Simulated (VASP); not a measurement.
# Y (Fm-3m) in VASP: notebook

Y is run at these levels: PBE; tasks: relaxation of cell and atoms.

Everything below comes from runs of VASP 6.6.1. Logs are shortened: lines on timing, memory, paths and dates and some standing lists are left out, and cuts for length are marked.

## (1) The cell of the first run

It takes space group Fm-3m (No. 225, cubic). Conventional cell: a = 5.064 Å, b = 5.064 Å, c = 5.064 Å, α = 90.00°, β = 90.00°, γ = 90.00°. Within 4.7 Å of Y (site symmetry m-3m) lie 12 Y at 3.58 Å.

This isn't the form of Y at room conditions, which is hcp.

## (2) Relaxation of cell and atoms, PBE

INCAR

```
ALGO = Normal
EDIFF = 1E-6
EDIFFG = -0.01
ENCUT = 600
GGA = PE
IBRION = 2
ISIF = 3
ISMEAR = 0
LASPH = True
LCHARG = False
LREAL = False
LWAVE = False
NELM = 80
NSW = 80
PREC = Accurate
SIGMA = 0.1
```

KPOINTS

```
k-points
0
Gamma
  14 14 14
```

POSCAR

```
Y
1.0
    0.0000000000      2.5319323489      2.5319323489
    2.5319323489      0.0000000000      2.5319323489
    2.5319323489      2.5319323489      0.0000000000
Y
1
Direct
    0.0000000000      0.0000000000      0.0000000000
```

Potentials or basis: VASP PAW PBE potentials, release 64 (Y_sv).

Command:

```
$ cat potpaw_PBE.64/Y_sv/POTCAR > POTCAR
$ mpirun -np 1 vasp_std > vasp.out
```

OUTCAR:

```text
EDIFF = 1E-6
   EDIFFG = -0.01
   ENCUT = 600
   GGA = PE
   IBRION = 2
   ISIF = 3
   ISMEAR = 0
   LASPH = True
   LREAL = False
   NELM = 80
   NSW = 80
   PREC = Accurate

 ion  position               nearest neighbor table
   1  0.000  0.000  0.000-

  LATTYP: Found a face centered cubic cell.
 ALAT       =     5.0638646978

  Lattice vectors:

 A1 = (   0.0000000000,   2.5319323489,   2.5319323489)
 A2 = (   2.5319323489,   0.0000000000,   2.5319323489)
 A3 = (   2.5319323489,   2.5319323489,   0.0000000000)

Analysis of symmetry for initial positions (statically):
=====================================================================
 Subroutine PRICEL returns:
 Original cell was already a primitive cell.

 Routine SETGRP: Setting up the symmetry group for a
 face centered cubic supercell.

 Subroutine GETGRP returns: Found 48 space group operations
 (whereof 48 operations were pure point group operations)
 out of a pool of 48 trial point group operations.

The static configuration has the point symmetry O_h .

Analysis of symmetry for dynamics (positions and initial velocities):
=====================================================================
 Subroutine PRICEL returns:
 Original cell was already a primitive cell.

 Routine SETGRP: Setting up the symmetry group for a
 face centered cubic supercell.

 Subroutine GETGRP returns: Found 48 space group operations
 (whereof 48 operations were pure point group operations)
 out of a pool of 48 trial point group operations.

The dynamic configuration has the point symmetry O_h .

 Subroutine INISYM returns: Found 48 space group operations
 (whereof 48 operations are pure point group operations),
 and found     1 'primitive' translations

----------------------------------------------------------------------------------------

                                     Primitive cell

  volume of cell :      32.4628

  direct lattice vectors                    reciprocal lattice vectors
     0.000000000  2.531932349  2.531932349    -0.197477630  0.197477630  0.197477630
     2.531932349  0.000000000  2.531932349     0.197477630 -0.197477630  0.197477630
     2.531932349  2.531932349  0.000000000     0.197477630  0.197477630 -0.197477630

  length of vectors
     3.580693067  3.580693067  3.580693067     0.342041289  0.342041289  0.342041289

  position of ions in fractional coordinates (direct lattice)
[... 138 lines left out ...]

 VOLUME and BASIS-vectors are now :
 -----------------------------------------------------------------------------
  energy-cutoff  :      600.00
  volume of cell :       32.46
      direct lattice vectors                 reciprocal lattice vectors
     0.000000000  2.531932349  2.531932349    -0.197477630  0.197477630  0.197477630
     2.531932349  0.000000000  2.531932349     0.197477630 -0.197477630  0.197477630
     2.531932349  2.531932349  0.000000000     0.197477630  0.197477630 -0.197477630

 POSITION                                       TOTAL-FORCE (eV/Angst)
 -----------------------------------------------------------------------------------
      0.00000      0.00000      0.00000         0.000000      0.000000     -0.000000
 -----------------------------------------------------------------------------------
    total drift:                               -0.000000      0.000000      0.000000

  FREE ENERGIE OF THE ION-ELECTRON SYSTEM (eV)
  ---------------------------------------------------
  free  energy   TOTEN  =        -6.4110974813 eV

  energy  without entropy=       -6.4024853467  energy(sigma->0) =       -6.40679141

--------------------------------------- Ionic step        2  -------------------------------------------

 number of electron      11.0000001 magnetization

 Free energy of the ion-electron system (eV)
  ---------------------------------------------------
  ext. energy  EPLUGINS =         0.00000000
  ---------------------------------------------------
  free energy    TOTEN  =        -6.41113928 eV

  energy without entropy =       -6.40254775  energy(sigma->0) =       -6.40684351

 E-fermi :   3.1396     XC(G=0):  -9.4837

 val. band max:        3.1371063856   @ k =  -0.3571   0.4286   0.2143
 cond. band min:       3.1441665985   @ k =   0.5000   0.2857   0.1429
 fundamental gap:      0.0070602129
 Fermi energy:         3.1396286082

 k-point     1 :       0.0000    0.0000    0.0000
  band No.  band energies     occupation
      1     -39.5380      2.00000
      2     -19.2312      2.00000
      3     -19.2312      2.00000
      4     -19.2312      2.00000
      5      -1.6381      2.00000
      6       4.9221      0.00000
      7       4.9221      0.00000
      8       4.9221      0.00000
      9       6.9431      0.00000
[... 265 lines left out ...]
 k-point    24 :       0.2857    0.1429    0.0000
  band No.  band energies     occupation
      1     -39.4983      2.00000
      2     -19.5238      2.00000
      3     -19.3092      2.00000
      4     -19.3034      2.00000
      5       0.0130      2.00000
      6       3.5780      0.00000
      7       4.9269      0.00000
      8       5.5601      0.00000
      9       6.3482      0.00000

 [... further k-points ...]

------------------------ aborting loop because EDIFF is reached ----------------------------------------

  FORCE on cell =-STRESS in cart. coord.  units (eV):
  Direction    XX          YY          ZZ          XY          YZ          ZX
  --------------------------------------------------------------------------------------
  -------------------------------------------------------------------------------------
  Total        0.0031535      0.0031535      0.0031535      0.0000000      0.0000000      0.0000000
  in kB        0.1562178      0.1562178      0.1562178      0.0000000      0.0000000      0.0000000
  external PRESSURE =       0.1562178 kB  Pullay stress =       0.0000000 kB

 VOLUME and BASIS-vectors are now :
 -----------------------------------------------------------------------------
  energy-cutoff  :      600.00
  volume of cell :       32.34
      direct lattice vectors                 reciprocal lattice vectors
     0.000000000  2.528804622  2.528804622    -0.197721878  0.197721878  0.197721878
     2.528804622  0.000000000  2.528804622     0.197721878 -0.197721878  0.197721878
     2.528804622  2.528804622  0.000000000     0.197721878  0.197721878 -0.197721878

 POSITION                                       TOTAL-FORCE (eV/Angst)
 -----------------------------------------------------------------------------------
      2.52880      2.52880      5.05761        -0.000000      0.000000     -0.000000
 -----------------------------------------------------------------------------------
    total drift:                                0.000000      0.000000      0.000000

  FREE ENERGIE OF THE ION-ELECTRON SYSTEM (eV)
  ---------------------------------------------------
  free  energy   TOTEN  =        -6.4111392811 eV

  energy  without entropy=       -6.4025477458  energy(sigma->0) =       -6.40684351

 reached required accuracy - stopping structural energy minimisation
```

It took 2.1 min on 1 thread of Intel Xeon 8259CL, shared host; peak memory 0.22 GiB.

Results:

```yaml
Free_energy: -6.4111 eV
Relaxed_volume: 32.34 Å³/atom
Relaxed_cell: a = 3.576 Å, b = 3.576 Å, c = 3.576 Å, α = 60.00°, β = 60.00°, γ = 60.00°
Space_group_after_relaxing_to_0.1_Å: Fm-3m (No. 225)
Energy_gained_by_relaxing: 0.0 meV/atom
Ionic_steps: 2
Pressure_after_relaxing: 0.0 GPa
Band_gap_on_the_k_mesh: zero (an odd number of electrons rules out a gap without spin polarisation)
```

Final structure:
```
Y
1.0
     0.00000    2.52880    2.52880
     2.52880    0.00000    2.52880
     2.52880    2.52880    0.00000
Y
1
Cartesian
  2.5288 2.5288 5.0576
```

## (3) Relaxation of cell and atoms, PBE

This run uses another cell than the first one, of 41.78 Å³/atom.

INCAR

```
PREC = Accurate
ENCUT = 600
EDIFF = 1E-7
ISMEAR = 0
SIGMA = 0.1
LREAL = False
LASPH = True
NELM = 60
ALGO = Normal
ISIF = 3
LWAVE = False
LCHARG = False
GGA = PE
IBRION = 2
NSW = 80
EDIFFG = -0.01
```

KPOINTS

```
regular mesh
0
Gamma
  14 14 14
```

POSCAR

```
Y
1.0
    0.0000000000      2.7541910625      2.7541910625
    2.7541910625      0.0000000000      2.7541910625
    2.7541910625      2.7541910625      0.0000000000
Y
1
Direct
    0.0000000000      0.0000000000      0.0000000000
```

Potentials or basis: VASP PAW PBE potentials, release 64 (Y_sv).

Command:

```
$ cat potpaw_PBE.64/Y_sv/POTCAR > POTCAR
$ mpirun -np 1 vasp_std > vasp.out
```

OUTCAR:

```text
PREC = Accurate
   ENCUT = 600
   EDIFF = 1E-7
   ISMEAR = 0
   LREAL = False
   LASPH = True
   NELM = 60
   ISIF = 3
   GGA = PE
   IBRION = 2
   NSW = 80
   EDIFFG = -0.01

 ion  position               nearest neighbor table
   1  0.000  0.000  0.000-

  LATTYP: Found a face centered cubic cell.
 ALAT       =     5.5083821250

  Lattice vectors:

 A1 = (   0.0000000000,   2.7541910625,   2.7541910625)
 A2 = (   2.7541910625,   0.0000000000,   2.7541910625)
 A3 = (   2.7541910625,   2.7541910625,   0.0000000000)

Analysis of symmetry for initial positions (statically):
=====================================================================
 Subroutine PRICEL returns:
 Original cell was already a primitive cell.

 Routine SETGRP: Setting up the symmetry group for a
 face centered cubic supercell.

 Subroutine GETGRP returns: Found 48 space group operations
 (whereof 48 operations were pure point group operations)
 out of a pool of 48 trial point group operations.

The static configuration has the point symmetry O_h .

Analysis of symmetry for dynamics (positions and initial velocities):
=====================================================================
 Subroutine PRICEL returns:
 Original cell was already a primitive cell.

 Routine SETGRP: Setting up the symmetry group for a
 face centered cubic supercell.

 Subroutine GETGRP returns: Found 48 space group operations
 (whereof 48 operations were pure point group operations)
 out of a pool of 48 trial point group operations.

The dynamic configuration has the point symmetry O_h .

 Subroutine INISYM returns: Found 48 space group operations
 (whereof 48 operations are pure point group operations),
 and found     1 'primitive' translations

----------------------------------------------------------------------------------------

[... 126 lines left out ...]
 maximum number of plane-waves:      1411
   NGX = 15   NGY = 15   NGZ = 15

--------------------------------------- Ionic step        1  -------------------------------------------

 number of electron      10.9999999 magnetization

 Free energy of the ion-electron system (eV)
  ---------------------------------------------------
  ext. energy  EPLUGINS =         0.00000000
  ---------------------------------------------------
  free energy    TOTEN  =        -6.17912082 eV

  energy without entropy =       -6.16724351  energy(sigma->0) =       -6.17318217

------------------------ aborting loop because EDIFF is reached ----------------------------------------

  FORCE on cell =-STRESS in cart. coord.  units (eV):
  Direction    XX          YY          ZZ          XY          YZ          ZX
  --------------------------------------------------------------------------------------
  -------------------------------------------------------------------------------------
  Total       -1.7173914     -1.7173914     -1.7173914     -0.0000000     -0.0000000      0.0000000
  in kB      -65.8518022    -65.8518022    -65.8518022     -0.0000000     -0.0000000      0.0000000
  external PRESSURE =     -65.8518022 kB  Pullay stress =       0.0000000 kB
[... 57 lines left out ...]
--------------------------------------- Ionic step        3  -------------------------------------------

 number of electron      11.0000000 magnetization

 Free energy of the ion-electron system (eV)
  ---------------------------------------------------
  ext. energy  EPLUGINS =         0.00000000
  ---------------------------------------------------
  free energy    TOTEN  =        -6.41133209 eV

  energy without entropy =       -6.40273855  energy(sigma->0) =       -6.40703532

 E-fermi :   3.1378     XC(G=0):  -9.4826

 val. band max:        3.1353238571   @ k =  -0.3571   0.4286   0.2143
 cond. band min:       3.1424280269   @ k =   0.5000   0.2857   0.1429
 fundamental gap:      0.0071041698
 Fermi energy:         3.1377873076

 k-point     1 :       0.0000    0.0000    0.0000
  band No.  band energies     occupation
      1     -39.5412      2.00000
      2     -19.2342      2.00000
      3     -19.2342      2.00000
      4     -19.2342      2.00000
      5      -1.6416      2.00000
      6       4.9200      0.00000
      7       4.9200      0.00000
      8       4.9200      0.00000
      9       6.9402      0.00000
[... 265 lines left out ...]
 k-point    24 :       0.2857    0.1429    0.0000
  band No.  band energies     occupation
      1     -39.5017      2.00000
      2     -19.5265      2.00000
      3     -19.3120      2.00000
      4     -19.3063      2.00000
      5       0.0096      2.00000
      6       3.5762      0.00000
      7       4.9247      0.00000
      8       5.5577      0.00000
      9       6.3455      0.00000

 [... further k-points ...]

------------------------ aborting loop because EDIFF is reached ----------------------------------------

  FORCE on cell =-STRESS in cart. coord.  units (eV):
  Direction    XX          YY          ZZ          XY          YZ          ZX
  --------------------------------------------------------------------------------------
  -------------------------------------------------------------------------------------
  Total       -0.0027493     -0.0027493     -0.0027493      0.0000000      0.0000000     -0.0000000
  in kB       -0.1361598     -0.1361598     -0.1361598      0.0000000      0.0000000     -0.0000000
  external PRESSURE =      -0.1361598 kB  Pullay stress =       0.0000000 kB
[... 16 lines left out ...]
  FREE ENERGIE OF THE ION-ELECTRON SYSTEM (eV)
  ---------------------------------------------------
  free  energy   TOTEN  =        -6.4113320899 eV

  energy  without entropy=       -6.4027385461  energy(sigma->0) =       -6.40703532

 reached required accuracy - stopping structural energy minimisation
```

Run time: 2.9 min. Hardware: 1 thread of Intel Xeon 8259CL, shared host; peak memory 0.24 GiB.

Results:

* Free energy: -6.4113 eV
* Relaxed volume: 32.35 Å³/atom
* Relaxed cell: a = 3.577 Å, b = 3.577 Å, c = 3.577 Å, α = 60.00°, β = 60.00°, γ = 60.00°
* Space group after relaxing (to 0.1 Å): Fm-3m (No. 225)
* Energy gained by relaxing: 232.2 meV/atom
* Ionic steps: 3
* Pressure after relaxing: 0.0 GPa
* Band gap on the k mesh: zero (an odd number of electrons rules out a gap without spin polarisation)

The path:
```csv
step,energy change (eV),largest force (eV/Å),pressure (GPa),volume (Å³)
1,0.0000,0.0000,-6.59,41.78
2,-0.2322,0.0000,0.15,32.24
3,-0.2322,0.0000,-0.01,32.35
```

Final structure:
```
Y
1.0
     0.00000    2.52903    2.52903
     2.52903    0.00000    2.52903
     2.52903    2.52903    0.00000
Y
1
Direct
  0.00000 0.00000 0.00000
```

Caveat: the volume moved by over 15 % at a fixed basis, so the end points are rough.
